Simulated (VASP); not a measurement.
# Mo2H3 (C2/m) in VASP: single point with PBE

Aim: the single point of Mo2H3 with PBE.

All numbers are computed with VASP 6.6.1; they aren't measurements. Logs are shortened: lines on timing, memory, paths and dates and some standing lists are left out, and cuts for length are marked.

## Step 1: The cell of the first run

Symmetry: C2/m, No. 12, monoclinic system. Conventional cell: a = 4.436 Å, b = 4.045 Å, c = 4.395 Å, α = 90.00°, β = 96.94°, γ = 90.00°. H (site symmetry m) has 2 H at 1.78 to 2.30 Å and 4 Mo at 1.86 to 2.05 Å within 2.4 Å. Within 2.4 Å of H (site symmetry 2/m) lie 2 H at 1.78 Å and 2 Mo at 1.82 Å. Within 2.4 Å of Mo (site symmetry m) lie 5 H at 1.82 to 2.05 Å.

## Step 2: Single point, PBE

Input file INCAR:

```
PREC = Accurate
ENCUT = 520
EDIFF = 1E-6
ISMEAR = 0
SIGMA = 0.1
LREAL = False
LASPH = True
NELM = 100
ALGO = Normal
ISIF = 2
LWAVE = False
LCHARG = False
GGA = PE
NBANDS = 24
```

Input file KPOINTS:

```
Automatic mesh
0
Gamma
  12 12 10
```

Input file POSCAR:

```
Mo2H3
1.0
    2.2180294954     -2.0226233200     -0.0110055396
    2.2180294954      2.0226233200     -0.0110055396
   -0.5091949826      0.0000000000      4.3657296537
H Mo
3 2
Direct
    0.8007913711      0.8007913711      0.8067000171
    0.1992086289      0.1992086289      0.1932999829
    0.5000000000      0.5000000000      0.5000000000
    0.2233484686      0.2233484686      0.7740649457
    0.7766515314      0.7766515314      0.2259350543
```

Potentials or basis: VASP PAW PBE potentials, release 64 (H, Mo_sv).

Launch:

```
$ cat potpaw_PBE.64/H/POTCAR potpaw_PBE.64/Mo_sv/POTCAR > POTCAR
$ mpirun -np 1 vasp_std > vasp.out
```

OUTCAR:

```text
PREC = Accurate
   ENCUT = 520
   EDIFF = 1E-6
   ISMEAR = 0
   LREAL = False
   LASPH = True
   NELM = 100
   ISIF = 2
   GGA = PE

 ion  position               nearest neighbor table
   1  0.801  0.801  0.807-   5 1.86   4 1.90   4 2.05   4 2.05
   2  0.199  0.199  0.193-   4 1.86   5 1.90   5 2.05   5 2.05
   3  0.500  0.500  0.500-   4 1.82   5 1.82
   4  0.223  0.223  0.774-   3 1.82   2 1.86   1 1.90   1 2.05   1 2.05   5 2.82   5 2.82   5 2.93
                             5 2.97   5 2.97   5 3.18   5 3.18
   5  0.777  0.777  0.226-   3 1.82   1 1.86   2 1.90   2 2.05   2 2.05   4 2.82   4 2.82   4 2.93
                             4 2.97   4 2.97   4 3.18   4 3.18

  LATTYP: Found a base centered monoclinic cell.
 ALAT       =     4.4361135983
 B/A-ratio  =     0.9118897770
 C/A-ratio  =     0.9908051532
 COS(beta)  =    -0.1207762016

  Lattice vectors:

 A1 = (   2.2180294954,  -2.0226233200,  -0.0110055396)
 A2 = (   2.2180294954,   2.0226233200,  -0.0110055396)
 A3 = (  -0.5091949826,   0.0000000000,   4.3657296537)

Analysis of symmetry for initial positions (statically):
=====================================================================
 Subroutine PRICEL returns:
 Original cell was already a primitive cell.

 Routine SETGRP: Setting up the symmetry group for a
 base centered monoclinic supercell.

 Subroutine GETGRP returns: Found  4 space group operations
 (whereof  4 operations were pure point group operations)
 out of a pool of  4 trial point group operations.

The static configuration has the point symmetry C_2h.

Analysis of symmetry for dynamics (positions and initial velocities):
=====================================================================
 Subroutine PRICEL returns:
 Original cell was already a primitive cell.

 Routine SETGRP: Setting up the symmetry group for a
 base centered monoclinic supercell.

 Subroutine GETGRP returns: Found  4 space group operations
 (whereof  4 operations were pure point group operations)
 out of a pool of  4 trial point group operations.

The dynamic configuration has the point symmetry C_2h.

 Subroutine INISYM returns: Found  4 space group operations
 (whereof  4 operations are pure point group operations),
 and found     1 'primitive' translations

----------------------------------------------------------------------------------------

                                     Primitive cell

  volume of cell :      39.1487

  direct lattice vectors                    reciprocal lattice vectors
     2.218029495 -2.022623320 -0.011005540     0.225555851 -0.247203716  0.026307609
     2.218029495  2.022623320 -0.011005540     0.225555851  0.247203716  0.026307609
    -0.509194983  0.000000000  4.365729654     0.001137205  0.000000000  0.229189423

  length of vectors
     3.001796305  3.001796305  4.395324213     0.335674260  0.335674260  0.229192244

  position of ions in fractional coordinates (direct lattice)
     0.800791371  0.800791371  0.806700017
     0.199208629  0.199208629  0.193299983
     0.500000000  0.500000000  0.500000000
     0.223348469  0.223348469  0.774064946
     0.776651531  0.776651531  0.225935054

  ion indices of the primitive-cell ions
   primitive index   ion index
                 1           1
                 2           2
                 3           3
                 4           4
                 5           5

----------------------------------------------------------------------------------------

 KPOINTS: Automatic mesh

Automatic generation of k-mesh.
 Grid dimensions read from file:
 generate k-points for:   12   12   10

 Generating k-lattice:

  Cartesian coordinates                     Fractional coordinates (reciprocal lattice)
     0.018796321 -0.020600310  0.002192301     0.083333333 -0.000000000  0.000000000
     0.018796321  0.020600310  0.002192301    -0.000000000  0.083333333  0.000000000
     0.000113720  0.000000000  0.022918942    -0.000000000 -0.000000000  0.100000000

  Length of vectors
     0.027972855  0.027972855  0.022919224

  Shift w.r.t. Gamma in fractional coordinates (k-lattice)
     0.000000000  0.000000000  0.000000000

 Subroutine IBZKPT returns following result:
 ===========================================

 Found    398 irreducible k-points:

 Following reciprocal coordinates:
            Coordinates               Weight
  0.000000  0.000000  0.000000      1.000000
  0.083333  0.000000  0.000000      4.000000
  0.166667 -0.000000  0.000000      4.000000
  0.250000 -0.000000 -0.000000      4.000000
  0.333333 -0.000000 -0.000000      4.000000
  0.416667  0.000000 -0.000000      4.000000
[... 16 lines left out ...]
  0.500000  0.166667 -0.000000      4.000000
 -0.416667  0.166667  0.000000      4.000000
 [... further k-points ...]
   k-points           NKPTS =    398   k-points in BZ     NKDIM =    398   number of bands    NBANDS=     24
   number of dos      NEDOS =    301   number of ions     NIONS =      5
   total plane-waves  NPLWV =  20736
   dimension x,y,z NGX =    24 NGY =   24 NGZ =   36
   dimension x,y,z NGXF=    48 NGYF=   48 NGZF=   72
   ions per type =               3   2
   NGX,Y,Z   is equivalent  to a cutoff of  13.29, 13.29, 13.62 a.u.
   NGXF,Y,Z  is equivalent  to a cutoff of  26.58, 26.58, 27.23 a.u.
 SYSTEM =  unknown system
   PREC   = accura    normal or accurate (medium, high low for compatibility)
   ISTART =      0    job   : 0-new  1-cont  2-samecut
   ICHARG =      2    charge: 1-file 2-atom 10-const
   ISPIN  =      1    spin polarized calculation?
   LNONCOLLINEAR =      F non collinear calculations
   LSORBIT =      F    spin-orbit coupling
   LASPH  =      T    aspherical Exc in radial PAW
   ENCUT  =  520.0 eV  38.22 Ry    6.18 a.u.   5.58  5.58  8.17*2*pi/ulx,y,z
   NELM   =    100;   NELMIN=  2; NELMDL= -5     # of ELM steps
   EDIFF  = 0.1E-05   stopping-criterion for ELM
   LREAL  =      F    real-space projection
   EDIFFG = 0.1E-04   stopping-criterion for IOM
   NSW    =      0    number of steps for IOM
   IBRION =     -1    ionic relax: 0-MD 1-quasi-New 2-CG
   NFREE  =      0    steps in history (QN), initial steepest desc. (CG)
   ISIF   =      2    stress and relaxation
   ISYM   =      2    0-nonsym 1-usesym 2-fastsym
   POTIM  = 0.5000    time-step for ionic-motion
   TEBEG  =    0.0;   TEEND  =   0.0 temperature during run
   PSTRESS=    0.0 pullay stress
   NELECT =      31.0000    total number of electrons
   NUPDOWN=      -1.0000    fix difference up-down
   EMIN   =  10.00;   EMAX   =-10.00  energy-range for DOS
   EFERMI =   0.00;   METHOD = LEGACY
   ISMEAR =     0;   SIGMA  =   0.10  broadening in eV -4-tet -1-fermi 0-gaus
   EFERMI_NEDOS =   21; number of points for ismear=-14 and -15
   IALGO  =     38    algorithm
   IMIX   =      4    mixing-type and parameters
     AMIX     =   0.40;   BMIX     =  1.00
     AMIX_MAG =   1.60;   BMIX_MAG =  1.00
  volume/ion in A,a.u.               =       7.83        52.84
  Fermi-wavevector in a.u.,A,eV,Ry     =   1.514570  2.862123 31.210726  2.293924
  Thomas-Fermi vector in A             =   2.624210
   LORBIT       =      0    0 simple, 1 ext, 2 COOP (PROOUT), +10 PAW based schemes
   GGA     = PE    functional components
   LHFCALC =     F    Hartree Fock is set to
   AEXX    =    0.0000 exact exchange contribution
   IVDW    =     0    specifies the selected vdW correction
   LEPSILON=     F    determine dielectric tensor
   LRPA    =     F    only Hartree local field effects (RPA)
 non-spin polarized calculation
 Gauss-broadening in eV      SIGMA  =   0.10
  energy-cutoff  :      520.00
  volume of cell :       39.15
 maximum number of plane-waves:      1072
 NGX is ok and might be reduce to    24
   NGX = 11   NGY = 11   NGZ = 17

 number of electron      31.0000000 magnetization

 Free energy of the ion-electron system (eV)
  ---------------------------------------------------
  ext. energy  EPLUGINS =         0.00000000
  ---------------------------------------------------
  free energy    TOTEN  =       -30.98718012 eV

  energy without entropy =      -30.97632424  energy(sigma->0) =      -30.98175218

 E-fermi :  10.6544     XC(G=0): -12.9266

 val. band max:       10.6467917263   @ k =   0.4167   0.2500   0.1000
 cond. band min:      10.6559327864   @ k =  -0.4167   0.4167   0.4000
 fundamental gap:      0.0091410601
 Fermi energy:        10.6544294019

 k-point     1 :       0.0000    0.0000    0.0000
  band No.  band energies     occupation
      1     -50.3226      2.00000
      2     -50.1533      2.00000
      3     -24.7811      2.00000
      4     -24.3088      2.00000
      5     -24.2683      2.00000
      6     -24.0820      2.00000
[... 16 lines left out ...]
     23      20.8532      0.00000
     24      21.2194      0.00000

 k-point     2 :       0.0833    0.0000    0.0000
  band No.  band energies     occupation
      1     -50.3173      2.00000
      2     -50.1535      2.00000
      3     -24.7678      2.00000
      4     -24.3275      2.00000
      5     -24.2732      2.00000
      6     -24.0961      2.00000
[... 16 lines left out ...]
     23      20.1962      0.00000
     24      21.0498      0.00000

 k-point     3 :       0.1667   -0.0000    0.0000
  band No.  band energies     occupation
      1     -50.3020      2.00000
      2     -50.1546      2.00000
      3     -24.7309      2.00000
      4     -24.3988      2.00000
      5     -24.2619      2.00000
      6     -24.1563      2.00000
[... 16 lines left out ...]
     23      19.7555      0.00000
     24      20.6582      0.00000
[... 514 lines left out ...]
 k-point    23 :       0.5000    0.1667   -0.0000
  band No.  band energies     occupation
      1     -50.2021      2.00000
      2     -50.1773      2.00000
      3     -24.6712      2.00000
      4     -24.6379      2.00000
      5     -24.3727      2.00000
      6     -24.2654      2.00000
[... 16 lines left out ...]
     23      19.5894      0.00000
     24      21.4611      0.00000

 k-point    24 :      -0.4167    0.1667    0.0000
  band No.  band energies     occupation
      1     -50.2077      2.00000
      2     -50.1766      2.00000
      3     -24.6496      2.00000
      4     -24.6285      2.00000
      5     -24.3461      2.00000
      6     -24.3139      2.00000
[... 16 lines left out ...]
     23      19.1785      0.00000
     24      21.2684      0.00000

 [... further k-points ...]

------------------------ aborting loop because EDIFF is reached ----------------------------------------

  FORCE on cell =-STRESS in cart. coord.  units (eV):
  Direction    XX          YY          ZZ          XY          YZ          ZX
  --------------------------------------------------------------------------------------
  -------------------------------------------------------------------------------------
  Total        0.0550231      0.0532268      0.0586522      0.0000000      0.0000000     -0.0200032
  in kB        2.2518430      2.1783269      2.4003633      0.0000000      0.0000000     -0.8186382
  external PRESSURE =       2.2768444 kB  Pullay stress =       0.0000000 kB

 VOLUME and BASIS-vectors are now :
 -----------------------------------------------------------------------------
  energy-cutoff  :      520.00
  volume of cell :       39.15
      direct lattice vectors                 reciprocal lattice vectors
     2.218029495 -2.022623320 -0.011005540     0.225555851 -0.247203716  0.026307609
     2.218029495  2.022623320 -0.011005540     0.225555851  0.247203716  0.026307609
    -0.509194983  0.000000000  4.365729654     0.001137205  0.000000000  0.229189423

 POSITION                                       TOTAL-FORCE (eV/Angst)
 -----------------------------------------------------------------------------------
      3.14159      0.00000      3.50421        -0.001287      0.000000     -0.002210
      0.78527      0.00000      0.83951         0.001287      0.000000      0.002210
      1.96343      0.00000      2.17186         0.000000     -0.000000      0.000000
      0.59664      0.00000      3.37444         0.001365      0.000000     -0.003983
      3.33023      0.00000      0.96928        -0.001365      0.000000      0.003983
 -----------------------------------------------------------------------------------
    total drift:                               -0.000000     -0.000000      0.000000

  FREE ENERGIE OF THE ION-ELECTRON SYSTEM (eV)
  ---------------------------------------------------
  free  energy   TOTEN  =       -30.9871801159 eV

  energy  without entropy=      -30.9763242412  energy(sigma->0) =      -30.98175218
```

It took 3.9 min on 1 thread of Intel Xeon Platinum 8375C at 2.90GHz (Ice Lake), shared host; peak memory 0.39 GiB.

What came out:

* Free energy: -30.9872 eV
* Pressure: 0.2 GPa
* Largest force: 0.004 eV/Å

Forces on the atoms (eV/Å):
```
H   -0.001  0.000 -0.002
H    0.001  0.000  0.002
H    0.000  0.000  0.000
Mo   0.001  0.000 -0.004
Mo  -0.001  0.000  0.004
```

Stress tensor (GPa, compression positive):
```
 0.23  0.00 -0.08
 0.00  0.22  0.00
-0.08  0.00  0.24
```

Levels at points of the mesh, in eV from the Fermi level:
| k point | band 12 | band 13 | band 14 | band 15 | band 16 | band 17 | band 18 | band 19 | band 20 | band 21 |
| --- | --- | --- | --- | --- | --- | --- | --- | --- | --- | --- |
| (0.00, 0.00, 0.00) | -2.84 | -1.73 | -0.90 | -0.80 | 0.38 | 1.30 | 1.78 | 2.66 | 3.07 | 6.11 |
| (0.50, 0.00, 0.00) | -3.31 | -2.68 | -1.88 | -0.82 | -0.41 | 1.01 | 1.06 | 3.27 | 3.42 | 5.74 |
| (0.50, 0.50, 0.00) | -3.89 | -1.86 | 1.10 | 2.38 | 2.45 | 2.93 | 3.07 | 3.12 | 3.28 | 6.05 |
| (0.00, 0.00, 0.50) | -3.41 | -2.33 | -0.66 | -0.25 | -0.23 | 0.20 | 1.30 | 1.34 | 1.91 | 6.69 |
| (0.50, 0.00, 0.50) | -4.68 | -2.29 | -1.58 | -1.32 | -1.08 | 1.35 | 2.58 | 2.62 | 2.80 | 4.95 |
| (0.50, 0.50, 0.50) | -3.15 | -2.35 | -1.62 | -0.64 | -0.07 | 3.01 | 3.35 | 4.15 | 5.21 | 6.41 |
